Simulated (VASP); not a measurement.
# PrAgC (P-6m2) in VASP: further runs, part 2 of 2

VASP 6.6.1.

**5. Single point, PBE**

This run uses another cell than the first one, of 18.15 Å³/atom.

INCAR

```
PREC = Accurate
ENCUT = 600
EDIFF = 1E-6
ISMEAR = 0
SIGMA = 0.1
LREAL = F
LASPH = T
NELM = 200
ALGO = Normal
ISIF = 2
LWAVE = F
LCHARG = F
GGA = PE
NBANDS = 20
GGA_COMPAT = F
LMAXMIX = 6
```

KPOINTS

```
regular mesh
0
Gamma
  12 12 12
```

POSCAR

```
PrAgC
1.0
    3.9882394266      0.0000000000      0.0000000000
   -1.9941197133      3.4539166598      0.0000000000
    0.0000000000      0.0000000000      3.9519160733
Pr Ag C
1 1 1
Direct
    0.6666666667      0.3333333333      0.0000000000
    0.0000000000      0.0000000000      0.5000000000
    0.3333333333      0.6666666667      0.5000000000
```

Potentials or basis: VASP PAW PBE potentials, release 64 (Pr_3, Ag, C), 4f in core.

Launch:

```
> cat potpaw_PBE.64/Pr_3/POTCAR potpaw_PBE.64/Ag/POTCAR potpaw_PBE.64/C/POTCAR > POTCAR
> mpirun -np 1 vasp_std > vasp.out
```

OUTCAR:

```text
PREC = Accurate
   ENCUT = 600
   EDIFF = 1E-6
   ISMEAR = 0
   LREAL = F
   LASPH = T
   NELM = 200
   ISIF = 2
   GGA = PE

 ion  position               nearest neighbor table
   1  0.667  0.333  0.000-   2 3.03   2 3.03   2 3.03   2 3.03   2 3.03   2 3.03
   2  0.000  0.000  0.500-   3 2.30   3 2.30   3 2.30   1 3.03   1 3.03   1 3.03   1 3.03   1 3.03
                             1 3.03
   3  0.333  0.667  0.500-   2 2.30   2 2.30   2 2.30

  LATTYP: Found a hexagonal cell.
 ALAT       =     3.9882394266
 C/A-ratio  =     0.9908923840

  Lattice vectors:

 A1 = (   3.9882394266,   0.0000000000,   0.0000000000)
 A2 = (  -1.9941197133,   3.4539166598,   0.0000000000)
 A3 = (   0.0000000000,   0.0000000000,   3.9519160733)

Analysis of symmetry for initial positions (statically):
=====================================================================
 Subroutine PRICEL returns:
 Original cell was already a primitive cell.

 Routine SETGRP: Setting up the symmetry group for a
 hexagonal supercell.

 Subroutine GETGRP returns: Found 12 space group operations
 (whereof 12 operations were pure point group operations)
 out of a pool of 24 trial point group operations.

The static configuration has the point symmetry D_3h.

Analysis of symmetry for dynamics (positions and initial velocities):
=====================================================================
 Subroutine PRICEL returns:
 Original cell was already a primitive cell.

 Routine SETGRP: Setting up the symmetry group for a
 hexagonal supercell.

 Subroutine GETGRP returns: Found 12 space group operations
 (whereof 12 operations were pure point group operations)
 out of a pool of 24 trial point group operations.

The dynamic configuration has the point symmetry D_3h.

 Subroutine INISYM returns: Found 12 space group operations
 (whereof 12 operations are pure point group operations),
 and found     1 'primitive' translations

----------------------------------------------------------------------------------------

                                     Primitive cell

  volume of cell :      54.4378

  direct lattice vectors                    reciprocal lattice vectors
     3.988239427  0.000000000  0.000000000     0.250737203  0.144763192  0.000000000
    -1.994119713  3.453916660  0.000000000     0.000000000  0.289526384  0.000000000
     0.000000000  0.000000000  3.951916073     0.000000000  0.000000000  0.253041811

  length of vectors
     3.988239427  3.988239427  3.951916073     0.289526384  0.289526384  0.253041811

  position of ions in fractional coordinates (direct lattice)
     0.666666667  0.333333333  0.000000000
     0.000000000  0.000000000  0.500000000
     0.333333333  0.666666667  0.500000000

  ion indices of the primitive-cell ions
   primitive index   ion index
                 1           1
                 2           2
                 3           3

----------------------------------------------------------------------------------------

 KPOINTS: regular mesh

Automatic generation of k-mesh.
 Grid dimensions read from file:
 generate k-points for:   12   12   12

 Generating k-lattice:

  Cartesian coordinates                     Fractional coordinates (reciprocal lattice)
     0.020894767  0.012063599  0.000000000     0.083333333  0.000000000  0.000000000
     0.000000000  0.024127199  0.000000000     0.000000000  0.083333333  0.000000000
     0.000000000  0.000000000  0.021086818     0.000000000  0.000000000  0.083333333

  Length of vectors
     0.024127199  0.024127199  0.021086818

  Shift w.r.t. Gamma in fractional coordinates (k-lattice)
     0.000000000  0.000000000  0.000000000

 Subroutine IBZKPT returns following result:
 ===========================================

 Found    133 irreducible k-points:

 Following reciprocal coordinates:
            Coordinates               Weight
  0.000000  0.000000  0.000000      1.000000
  0.083333  0.000000  0.000000      6.000000
  0.166667  0.000000  0.000000      6.000000
  0.250000  0.000000  0.000000      6.000000
  0.333333  0.000000  0.000000      6.000000
  0.416667  0.000000  0.000000      6.000000
[... 16 lines left out ...]
  0.250000  0.000000  0.083333     12.000000
  0.333333  0.000000  0.083333     12.000000
 [... further k-points ...]
   k-points           NKPTS =    133   k-points in BZ     NKDIM =    133   number of bands    NBANDS=     20
   number of dos      NEDOS =    301   number of ions     NIONS =      3
   total plane-waves  NPLWV =  32768
   dimension x,y,z NGX =    32 NGY =   32 NGZ =   32
   dimension x,y,z NGXF=    64 NGYF=   64 NGZF=   64
   ions per type =               1   1   1
   NGX,Y,Z   is equivalent  to a cutoff of  13.34, 13.34, 13.46 a.u.
   NGXF,Y,Z  is equivalent  to a cutoff of  26.68, 26.68, 26.92 a.u.
 SYSTEM =  unknown system
   PREC   = accura    normal or accurate (medium, high low for compatibility)
   ISTART =      0    job   : 0-new  1-cont  2-samecut
   ICHARG =      2    charge: 1-file 2-atom 10-const
   ISPIN  =      1    spin polarized calculation?
   LNONCOLLINEAR =      F non collinear calculations
   LSORBIT =      F    spin-orbit coupling
   LASPH  =      T    aspherical Exc in radial PAW
   ENCUT  =  600.0 eV  44.10 Ry    6.64 a.u.   7.97  7.97  7.89*2*pi/ulx,y,z
   NELM   =    200;   NELMIN=  2; NELMDL= -5     # of ELM steps
   EDIFF  = 0.1E-05   stopping-criterion for ELM
   LREAL  =      F    real-space projection
[... 7 lines left out ...]
   TEBEG  =    0.0;   TEEND  =   0.0 temperature during run
   PSTRESS=    0.0 pullay stress
   NELECT =      26.0000    total number of electrons
   NUPDOWN=      -1.0000    fix difference up-down
   EMIN   =  10.00;   EMAX   =-10.00  energy-range for DOS
   EFERMI =   0.00;   METHOD = LEGACY
   ISMEAR =     0;   SIGMA  =   0.10  broadening in eV -4-tet -1-fermi 0-gaus
   EFERMI_NEDOS =   21; number of points for ismear=-14 and -15
   IALGO  =     38    algorithm
   IMIX   =      4    mixing-type and parameters
     AMIX     =   0.40;   BMIX     =  1.00
     AMIX_MAG =   1.60;   BMIX_MAG =  1.00
  volume/ion in A,a.u.               =      18.15       122.45
  Fermi-wavevector in a.u.,A,eV,Ry     =   1.279673  2.418231 22.280398  1.637563
  Thomas-Fermi vector in A             =   2.412145
   LORBIT       =      0    0 simple, 1 ext, 2 COOP (PROOUT), +10 PAW based schemes
   GGA     = PE    functional components
   LHFCALC =     F    Hartree Fock is set to
   AEXX    =    0.0000 exact exchange contribution
   IVDW    =     0    specifies the selected vdW correction
   LEPSILON=     F    determine dielectric tensor
   LRPA    =     F    only Hartree local field effects (RPA)
 non-spin polarized calculation
 Gauss-broadening in eV      SIGMA  =   0.10
  energy-cutoff  :      600.00
  volume of cell :       54.44
 maximum number of plane-waves:      1839
 NGX is ok and might be reduce to    32
   NGX = 15   NGY = 15   NGZ = 15

 number of electron      25.9999999 magnetization

 Free energy of the ion-electron system (eV)
  ---------------------------------------------------
  ext. energy  EPLUGINS =         0.00000000
  ---------------------------------------------------
  free energy    TOTEN  =       -15.20377032 eV

  energy without entropy =      -15.19573157  energy(sigma->0) =      -15.19975094

 E-fermi :   6.0664     XC(G=0): -11.1996

 val. band max:        6.0615317008   @ k =   0.1667   0.0000   0.5000
 cond. band min:       6.0725757981   @ k =   0.3333   0.2500   0.5000
 fundamental gap:      0.0110440974
 Fermi energy:         6.0663919540

 k-point     1 :       0.0000    0.0000    0.0000
  band No.  band energies     occupation
      1     -30.2383      2.00000
      2     -12.1121      2.00000
      3     -12.0317      2.00000
      4     -12.0317      2.00000
      5      -4.3717      2.00000
      6       0.1590      2.00000
[... 12 lines left out ...]
     19      10.0405      0.00000
     20      14.5421      0.00000
[... 507 lines left out ...]
 k-point    24 :       0.3333    0.0000    0.0833
  band No.  band energies     occupation
      1     -30.2063      2.00000
      2     -12.4335      2.00000
      3     -12.1097      2.00000
      4     -12.1055      2.00000
      5      -3.6013      2.00000
      6       0.1337      2.00000
[... 12 lines left out ...]
     19      10.6186      0.00000
     20      14.4052      0.00000

 [... further k-points ...]

------------------------ aborting loop because EDIFF is reached ----------------------------------------

  FORCE on cell =-STRESS in cart. coord.  units (eV):
  Direction    XX          YY          ZZ          XY          YZ          ZX
  --------------------------------------------------------------------------------------
  -------------------------------------------------------------------------------------
  Total        0.0511760      0.0511760      0.0191269      0.0000000      0.0000000      0.0000000
  in kB        1.5061769      1.5061769      0.5629298      0.0000000      0.0000000      0.0000000
  external PRESSURE =       1.1917612 kB  Pullay stress =       0.0000000 kB

 VOLUME and BASIS-vectors are now :
 -----------------------------------------------------------------------------
  energy-cutoff  :      600.00
  volume of cell :       54.44
      direct lattice vectors                 reciprocal lattice vectors
     3.988239427  0.000000000  0.000000000     0.250737203  0.144763192  0.000000000
    -1.994119713  3.453916660  0.000000000     0.000000000  0.289526384  0.000000000
     0.000000000  0.000000000  3.951916073     0.000000000  0.000000000  0.253041811

 POSITION                                       TOTAL-FORCE (eV/Angst)
 -----------------------------------------------------------------------------------
      1.99412      1.15131      0.00000        -0.000000     -0.000000      0.000000
      0.00000      0.00000      1.97596         0.000000     -0.000000      0.000000
     -0.00000      2.30261      1.97596        -0.000000      0.000000      0.000000
 -----------------------------------------------------------------------------------
    total drift:                               -0.000000      0.000000     -0.000000

  FREE ENERGIE OF THE ION-ELECTRON SYSTEM (eV)
  ---------------------------------------------------
  free  energy   TOTEN  =       -15.2037703218 eV

  energy  without entropy=      -15.1957315653  energy(sigma->0) =      -15.19975094
```

stdout:

```text
POSCAR found type information on POSCAR PrAgC
 POSCAR found :  3 types and       3 ions
 scaLAPACK will be used
 LDA part: xc-table for (Slater+PW92), standard interpolation
 POSCAR, INCAR and KPOINTS ok, starting setup
 FFT: planning ... GRIDC
 FFT: planning ... GRID_SOFT
 FFT: planning ... GRID
 WAVECAR not read
 entering main loop
```

Run time: 44 s. Hardware: 1 thread of Intel Xeon 6975P-C (Granite Rapids), shared host; peak memory 0.33 GiB.

Results:

| Quantity | Value |
| --- | --- |
| Free energy | -15.2038 eV |
| Pressure | 0.1 GPa |
| Band gap on the k mesh | zero (bands 13 and 14 overlap by 1.47 eV) |

Levels at points of the mesh, in eV from the Fermi level:
```tsv
k point	band 9	band 10	band 11	band 12	band 13	band 14	band 15	band 16	band 17	band 18
(0.00, 0.00, 0.00)	-5.25	-5.25	-0.28	-0.28	-0.26	0.25	0.82	3.81	3.81	3.97
(0.50, 0.00, 0.00)	-5.22	-5.14	-3.99	-0.70	-0.65	0.39	3.57	3.81	4.09	4.43
(0.00, 0.00, 0.50)	-5.38	-4.69	-3.77	1.23	1.23	2.32	2.40	2.40	2.64	2.64
(0.50, 0.00, 0.50)	-5.14	-4.43	-3.34	-2.11	-1.57	0.18	3.12	4.77	5.00	5.67
```

Caveat: spin-orbit coupling is left out, which moves the levels of the heavy elements; the 4f electrons are frozen in the core, so they carry no moment and show no levels.

**6. Relaxation of cell and atoms, PBE**

INCAR

```
SYSTEM = PrAgC
  PREC = Accurate
  ENCUT = 600
  EDIFF = 1E-7
  ISMEAR = 0
  SIGMA = 0.1
  LREAL = .FALSE.
  LASPH = .TRUE.
  NELM = 200
  ALGO = Normal
  ISIF = 3
  LWAVE = .FALSE.
  LCHARG = .FALSE.
  GGA = PE
  IBRION = 2
  NSW = 100
  EDIFFG = -0.01
  GGA_COMPAT = .FALSE.
  NELMIN = 4
  LMAXMIX = 6
```

KPOINTS

```
regular mesh
0
G
  12 12 12
  0 0 0
```

POSCAR

```
PrAgC
1.0
    3.9884940298      0.0000000000      0.0000000000
   -1.9942470149      3.4541371526      0.0000000000
    0.0000000000      0.0000000000      3.9603821549
Pr Ag C
1 1 1
Direct
    0.6666666667      0.3333333333      0.0000000000
    0.0000000000      0.0000000000      0.5000000000
    0.3333333333      0.6666666667      0.5000000000
```

Potentials or basis: VASP PAW PBE potentials, release 64 (Pr_3, Ag, C), 4f in core.

Launch:

```
> cat potpaw_PBE.64/Pr_3/POTCAR potpaw_PBE.64/Ag/POTCAR potpaw_PBE.64/C/POTCAR > POTCAR
> mpirun -np 1 vasp_std > vasp.out
```

OUTCAR:

```text
SYSTEM = PrAgC
   PREC = Accurate
   ENCUT = 600
   EDIFF = 1E-7
   ISMEAR = 0
   LREAL = .FALSE.
   LASPH = .TRUE.
   NELM = 200
   ISIF = 3
   GGA = PE
   IBRION = 2
   NSW = 100
   EDIFFG = -0.01
   NELMIN = 4

 ion  position               nearest neighbor table
   1  0.667  0.333  0.000-   2 3.04   2 3.04   2 3.04   2 3.04   2 3.04   2 3.04
   2  0.000  0.000  0.500-   3 2.30   3 2.30   3 2.30   1 3.04   1 3.04   1 3.04   1 3.04   1 3.04
                             1 3.04
   3  0.333  0.667  0.500-   2 2.30   2 2.30   2 2.30

  LATTYP: Found a hexagonal cell.
 ALAT       =     3.9884940298
 C/A-ratio  =     0.9929517571

  Lattice vectors:

 A1 = (   3.9884940298,   0.0000000000,   0.0000000000)
 A2 = (  -1.9942470149,   3.4541371526,   0.0000000000)
 A3 = (   0.0000000000,   0.0000000000,   3.9603821549)

Analysis of symmetry for initial positions (statically):
=====================================================================
 Subroutine PRICEL returns:
 Original cell was already a primitive cell.

 Routine SETGRP: Setting up the symmetry group for a
 hexagonal supercell.
[... 219 lines left out ...]

 val. band max:        6.0543960067   @ k =   0.1667  -0.0000   0.5000
 cond. band min:       6.0638686437   @ k =   0.3333   0.2500   0.5000
 fundamental gap:      0.0094726370
 Fermi energy:         6.0581642367

 k-point     1 :       0.0000    0.0000    0.0000
  band No.  band energies     occupation
      1     -30.2493      2.00000
      2     -12.1230      2.00000
      3     -12.0426      2.00000
      4     -12.0426      2.00000
      5      -4.3763      2.00000
      6       0.1548      2.00000
[... 457 lines left out ...]
      4     -12.1163      2.00000
      5      -3.6069      2.00000
      6       0.1297      2.00000
[... 9 lines left out ...]
     16       9.5166      0.00000
     17       9.7201      0.00000

 [... further k-points ...]

------------------------ aborting loop because EDIFF is reached ----------------------------------------

  FORCE on cell =-STRESS in cart. coord.  units (eV):
  Direction    XX          YY          ZZ          XY          YZ          ZX
  --------------------------------------------------------------------------------------
  -------------------------------------------------------------------------------------
  Total        0.0262374      0.0262374     -0.0145957      0.0000000      0.0000000      0.0000000
  in kB        0.7714931      0.7714931     -0.4291770      0.0000000      0.0000000      0.0000000
  external PRESSURE =       0.3712698 kB  Pullay stress =       0.0000000 kB

 VOLUME and BASIS-vectors are now :
 -----------------------------------------------------------------------------
  energy-cutoff  :      600.00
  volume of cell :       54.49
      direct lattice vectors                 reciprocal lattice vectors
     3.989054850  0.000000000  0.000000000     0.250685949  0.144733600 -0.000000000
    -1.994527425  3.454622837  0.000000000     0.000000000  0.289467200 -0.000000000
     0.000000000  0.000000000  3.953930220     0.000000000  0.000000000  0.252912911

 POSITION                                       TOTAL-FORCE (eV/Angst)
 -----------------------------------------------------------------------------------
      1.99453      1.15154      0.00000        -0.000000      0.000000      0.000000
      0.00000      0.00000      1.97697         0.000000     -0.000000      0.000000
     -0.00000      2.30308      1.97697         0.000000     -0.000000      0.000000
 -----------------------------------------------------------------------------------
    total drift:                               -0.000000      0.000000     -0.000000

  FREE ENERGIE OF THE ION-ELECTRON SYSTEM (eV)
  ---------------------------------------------------
  free  energy   TOTEN  =       -15.2038400121 eV

  energy  without entropy=      -15.1957663890  energy(sigma->0) =      -15.19980320

 reached required accuracy - stopping structural energy minimisation
```

Wall time 86 s (1 thread of Intel Xeon 6975P-C (Granite Rapids), shared host); peak memory 0.32 GiB.

Results:

```
Free energy                           : -15.2038 eV
Relaxed volume                        : 18.16 Å³/atom
Relaxed cell                          : a = 3.989 Å, b = 3.989 Å, c = 3.954 Å, α = 90.00°, β = 90.00°, γ = 120.00°
Space group after relaxing (to 0.1 Å) : P-6m2 (No. 187)
Energy gained by relaxing             : 0.0 meV/atom
Ionic steps                           : 2
Pressure after relaxing               : 0.0 GPa
Band gap on the k mesh                : zero (bands 13 and 14 overlap by 1.47 eV)
```

Step by step:
```
step  energy change (eV)  largest force (eV/Å)  pressure (GPa)  volume (Å³)
   1              0.0000                0.0000           -0.08        54.56
   2             -0.0001                0.0000            0.04        54.49
```

Final structure:
```cif
data_structure
_symmetry_space_group_name_H-M 'P 1'
_symmetry_Int_Tables_number 1
_cell_length_a 3.9891
_cell_length_b 3.9891
_cell_length_c 3.9539
_cell_angle_alpha 90.000
_cell_angle_beta 90.000
_cell_angle_gamma 120.000
_cell_volume 54.49
loop_
_atom_site_label
_atom_site_type_symbol
_atom_site_fract_x
_atom_site_fract_y
_atom_site_fract_z
_atom_site_occupancy
Pr1 Pr 0.66667 0.33333 0.00000 1
Ag1 Ag 0.00000 0.00000 0.50000 1
C1 C 0.33333 0.66667 0.50000 1
```

Caveat: spin-orbit coupling is left out, which moves the levels of the heavy elements; the 4f electrons are frozen in the core, so they carry no moment and show no levels. Spin polarisation is off, so any magnetic state and its effect on volume and gap are missing.

**7. Summary**

```csv
task,cell,k mesh,gap on the mesh (eV),pressure (GPa),relaxed volume (Å³/atom)
single point,"a = 3.988, b = 3.988, c = 3.960 Å, angles 90.0, 90.0, 120.0°, 3 atoms",6 × 6 × 4,none,0.0,-
single point,"a = 4.167, b = 4.167, c = 4.684 Å, angles 90.0, 90.0, 120.0°, 3 atoms",6 × 6 × 4,none,-14.0,-
relaxation of cell and atoms,"relaxed from a = 4.167, b = 4.167, c = 4.684 Å, angles 90.0, 90.0, 120.0°, 3 atoms",6 × 6 × 4,none,0.1,18.18
single point,"a = 3.988, b = 3.988, c = 3.952 Å, angles 90.0, 90.0, 120.0°, 3 atoms",12 × 12 × 12,none,0.1,-
relaxation of cell and atoms,"relaxed from a = 3.988, b = 3.988, c = 3.960 Å, angles 90.0, 90.0, 120.0°, 3 atoms",12 × 12 × 12,none,0.0,18.16
```

Alike in all rows: level PBE; potentials or basis VASP PAW PBE potentials, release 64 (Pr_3, Ag, C), 4f in core; no spin polarisation; cutoff (eV) 600; smearing gaussian 0.1 eV.

Caveats: some runs use coarse meshes; spin-orbit coupling is left out, which moves the levels of the heavy elements; the 4f electrons are frozen in the core, so they carry no moment and show no levels; the stress differs along the axes, from -17 to -12 GPa (at least some runs); the volume moved by over 15 % at a fixed basis, so the end points are rough (at least some runs).

Total energies depend on the potentials used, so only differences within one code and one set of settings carry meaning.

The gap in the log of VASP goes by the Fermi energy; the results here count the filled bands.